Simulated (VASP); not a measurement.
A run of VASP 6.6.1 is set up as follows.

INCAR

```
  PREC = Accurate
  ENCUT = 600
  EDIFF = 1E-6
  ISMEAR = -1
  SIGMA = 0.2
  LREAL = False
  LASPH = True
  NELM = 120
  ALGO = Normal
  ISIF = 2
  LWAVE = False
  LCHARG = False
  GGA = CA
  NBANDS = 10
  GGA_COMPAT = False
```

Contents of KPOINTS:

```
Automatic mesh
0
Gamma
  16 16 16
```

Contents of POSCAR:

```
Fe
1.0
   -1.3498227879      1.3498227879      1.3498227879
    1.3498227879     -1.3498227879      1.3498227879
    1.3498227879      1.3498227879     -1.3498227879
Fe
1
Direct
    0.0000000000      0.0000000000      0.0000000000
```

Potentials or basis: VASP PAW LDA potentials, release 64 (Fe).

Run with:

```bash
$ cat potpaw_LDA.64/Fe/POTCAR > POTCAR
$ mpirun -np 1 vasp_std > vasp.out
```

(1) Predict the pressure.

(2) Predict the band gap on the k mesh.

## Answers

(1) 2.4 GPa.

(2) zero (band 4 reaches 8.52 eV, above the bottom of band 5 at 6.23 eV).

Caveat: the run has no spin polarisation, though such a crystal can be magnetic.
